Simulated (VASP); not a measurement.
# LaNiI (P-6m2) in VASP: single point with PBE

Aim: the single point of LaNiI with PBE.

All numbers are computed with VASP 6.6.1; they aren't measurements. Logs are shortened: lines on timing, memory, paths and dates and some standing lists are left out, and cuts for length are marked.

**1. The cell of the first run**

It takes space group P-6m2 (No. 187, hexagonal). Conventional cell: a = 5.262 Å, b = 5.262 Å, c = 3.705 Å, α = 90.00°, β = 90.00°, γ = 120.00°. Within 4.0 Å of La (site symmetry -6m2) lie 3 I at 3.04 Å and 6 Ni at 3.56 Å and 2 La at 3.70 Å. Ni (site symmetry -6m2) has 6 I at 3.56 Å and 6 La at 3.56 Å and 2 Ni at 3.70 Å within 4.7 Å. I (site symmetry -6m2) has 3 La at 3.04 Å and 6 Ni at 3.56 Å and 2 I at 3.70 Å within 4.0 Å.

The cell was generated, and may not be a known phase.

**2. Single point, PBE, collinear spin, ferromagnetic start**

File INCAR:

```
  PREC = Accurate
  ENCUT = 520
  EDIFF = 1E-7
  ISMEAR = 0
  SIGMA = 0.1
  LREAL = False
  LASPH = True
  NELM = 150
  ALGO = Normal
  ISIF = 2
  LWAVE = False
  LCHARG = False
  ISPIN = 2
  MAGMOM = 0 0.35 0
  LORBIT = 11
  LMAXMIX = 6
  GGA = PE
  NBANDS = 25
```

File KPOINTS:

```
regular mesh
0
Gamma
  12 12 12
```

File POSCAR:

```
LaNiI
1.0
    5.2623086224      0.0000000000      0.0000000000
   -2.6311543112      4.5572929495      0.0000000000
    0.0000000000      0.0000000000      3.7045469836
La Ni I
1 1 1
Direct
    0.0000000000      0.0000000000      0.5000000000
    0.3333333333      0.6666666667      0.0000000000
    0.6666666667      0.3333333333      0.5000000000
```

Potentials or basis: VASP PAW PBE potentials, release 64 (La, Ni, I).

Command:

```console
$ cat potpaw_PBE.64/La/POTCAR potpaw_PBE.64/Ni/POTCAR potpaw_PBE.64/I/POTCAR > POTCAR
$ mpirun -np 1 vasp_std > vasp.out
```

OUTCAR:

```text
PREC = Accurate
   ENCUT = 520
   EDIFF = 1E-7
   ISMEAR = 0
   LREAL = False
   LASPH = True
   NELM = 150
   ISIF = 2
   ISPIN = 2
   LORBIT = 11
   GGA = PE

 ion  position               nearest neighbor table
   1  0.000  0.000  0.500-   3 3.04   3 3.04   3 3.04
   2  0.333  0.667  0.000-
   3  0.667  0.333  0.500-   1 3.04   1 3.04   1 3.04

  LATTYP: Found a hexagonal cell.
 ALAT       =     5.2623086224
 C/A-ratio  =     0.7039775219

  Lattice vectors:

 A1 = (   5.2623086224,   0.0000000000,   0.0000000000)
 A2 = (  -2.6311543112,   4.5572929495,   0.0000000000)
 A3 = (   0.0000000000,   0.0000000000,   3.7045469836)

Analysis of symmetry for initial positions (statically):
=====================================================================
 Subroutine PRICEL returns:
 Original cell was already a primitive cell.

 Routine SETGRP: Setting up the symmetry group for a
 hexagonal supercell.

 Subroutine GETGRP returns: Found 12 space group operations
 (whereof 12 operations were pure point group operations)
 out of a pool of 24 trial point group operations.

The static configuration has the point symmetry D_3h.

Analysis of symmetry for dynamics (positions and initial velocities):
=====================================================================
 Subroutine PRICEL returns:
 Original cell was already a primitive cell.

 Routine SETGRP: Setting up the symmetry group for a
 hexagonal supercell.

 Subroutine GETGRP returns: Found 12 space group operations
 (whereof 12 operations were pure point group operations)
 out of a pool of 24 trial point group operations.

The dynamic configuration has the point symmetry D_3h.

Analysis of structural, dynamic, and magnetic symmetry:
=====================================================================
 Subroutine PRICEL returns:
 Original cell was already a primitive cell.

 Routine SETGRP: Setting up the symmetry group for a
 hexagonal supercell.

 Subroutine GETGRP returns: Found 12 space group operations
 (whereof 12 operations were pure point group operations)
 out of a pool of 24 trial point group operations.

The overall configuration has the point symmetry D_3h.

 Subroutine INISYM returns: Found 12 space group operations
 (whereof 12 operations are pure point group operations),
 and found     1 'primitive' translations

----------------------------------------------------------------------------------------

                                     Primitive cell

[... 114 lines left out ...]
  Fermi-wavevector in a.u.,A,eV,Ry     =   1.114093  2.105330 16.887590  1.241203
  Thomas-Fermi vector in A             =   2.250684
   LORBIT       =     11    0 simple, 1 ext, 2 COOP (PROOUT), +10 PAW based schemes
   GGA     = PE    functional components
   LHFCALC =     F    Hartree Fock is set to
   AEXX    =    0.0000 exact exchange contribution
   IVDW    =     0    specifies the selected vdW correction
   LEPSILON=     F    determine dielectric tensor
   LRPA    =     F    only Hartree local field effects (RPA)
 spin polarized calculation
 Gauss-broadening in eV      SIGMA  =   0.10
  energy-cutoff  :      520.00
  volume of cell :       88.84
 maximum number of plane-waves:      2412
 NGX is ok and might be reduce to    40
   NGX = 19   NGY = 19   NGZ = 13

 number of electron      27.9999990 magnetization       0.2076906

 Free energy of the ion-electron system (eV)
  ---------------------------------------------------
  ext. energy  EPLUGINS =         0.00000000
  ---------------------------------------------------
  free energy    TOTEN  =       -11.72798537 eV

  energy without entropy =      -11.71832202  energy(sigma->0) =      -11.72315370

 E-fermi :   6.6753     XC(G=0):  -9.5549

 val. band max:        6.6618445889   @ k =   0.4167  -0.0000   0.0833
 cond. band min:       6.6785262969   @ k =   0.5000   0.0000   0.4167
 fundamental gap:      0.0166817080
 Fermi energy:         6.6752636619

 spin component 1

 k-point     1 :       0.0000    0.0000    0.0000
  band No.  band energies     occupation
      1     -26.3532      1.00000
      2     -10.1743      1.00000
      3     -10.1743      1.00000
      4      -9.6693      1.00000
      5      -7.4338      1.00000
      6       1.9460      1.00000
[... 661 lines left out ...]
     24       9.1316      0.00000
     25       9.9436      0.00000

 [... further k-points ...]

 spin component 2

 k-point     1 :       0.0000    0.0000    0.0000
  band No.  band energies     occupation
      1     -26.3735      1.00000
      2     -10.2067      1.00000
      3     -10.2067      1.00000
      4      -9.7021      1.00000
      5      -7.4343      1.00000
      6       1.9361      1.00000
[... 661 lines left out ...]
     24       9.1230      0.00000
     25       9.9028      0.00000

 [... further k-points ...]
[... 5 lines left out ...]
  --------------------------------------------------------------------------------------
  -------------------------------------------------------------------------------------
  Total       -0.0543610     -0.0543610      0.0073036      0.0000000     -0.0000000      0.0000000
  in kB       -0.9803471     -0.9803471      0.1317125      0.0000000     -0.0000000      0.0000000
  external PRESSURE =      -0.6096606 kB  Pullay stress =       0.0000000 kB

 VOLUME and BASIS-vectors are now :
 -----------------------------------------------------------------------------
  energy-cutoff  :      520.00
  volume of cell :       88.84
      direct lattice vectors                 reciprocal lattice vectors
     5.262308622  0.000000000  0.000000000     0.190030664  0.109714255  0.000000000
    -2.631154311  4.557292949  0.000000000     0.000000000  0.219428510  0.000000000
     0.000000000  0.000000000  3.704546984     0.000000000  0.000000000  0.269938539

 POSITION                                       TOTAL-FORCE (eV/Angst)
 -----------------------------------------------------------------------------------
      0.00000      0.00000      1.85227         0.000000     -0.000000      0.000000
     -0.00000      3.03820      0.00000        -0.000000      0.000000      0.000000
      2.63115      1.51910      1.85227         0.000000     -0.000000      0.000000
 -----------------------------------------------------------------------------------
    total drift:                               -0.000001      0.000001     -0.000000

  FREE ENERGIE OF THE ION-ELECTRON SYSTEM (eV)
  ---------------------------------------------------
  free  energy   TOTEN  =       -11.7279853715 eV

  energy  without entropy=      -11.7183220217  energy(sigma->0) =      -11.72315370

 total charge

# of ion       s       p       d       f       tot
--------------------------------------------------
    1        2.020   5.619   0.748   0.164   8.552
    2        0.451   0.070   8.388   0.000   8.910
    3        1.515   2.807   0.046   0.000   4.368
--------------------------------------------------
tot          3.987   8.495   9.183   0.164  21.830

 magnetization (x)

# of ion       s       p       d       f       tot
--------------------------------------------------
    1       -0.001  -0.002  -0.032  -0.009  -0.044
    2        0.009  -0.004   0.325   0.000   0.330
    3        0.000   0.004  -0.002   0.000   0.002
--------------------------------------------------
tot          0.008  -0.002   0.292  -0.009   0.289
```

stdout:

```text
POSCAR found type information on POSCAR LaNiI
 POSCAR found :  3 types and       3 ions
 scaLAPACK will be used
 LDA part: xc-table for (Slater+PW92), standard interpolation
 POSCAR, INCAR and KPOINTS ok, starting setup
 FFT: planning ... GRIDC
 FFT: planning ... GRID_SOFT
 FFT: planning ... GRID
 WAVECAR not read
 entering main loop
```

It took 13 min on 1 thread of AMD EPYC 9R45 (Zen 5), shared host; peak memory 0.61 GiB.

Results:

| Quantity | Value |
| --- | --- |
| Free energy | -11.7280 eV |
| Pressure | -0.1 GPa |
| Net moment | 0.21 μB per cell |
| Site moments | La -0.04; Ni +0.33; I +0.00 μB |
| Valence electrons inside the program's atomic spheres | La 8.55; Ni 8.91; I 4.37 |

Stress tensor (GPa, compression positive):
```
-0.10  0.00  0.00
 0.00 -0.10  0.00
 0.00  0.00  0.01
```

Caveat: spin-orbit coupling is left out, which moves the levels of the heavy elements.
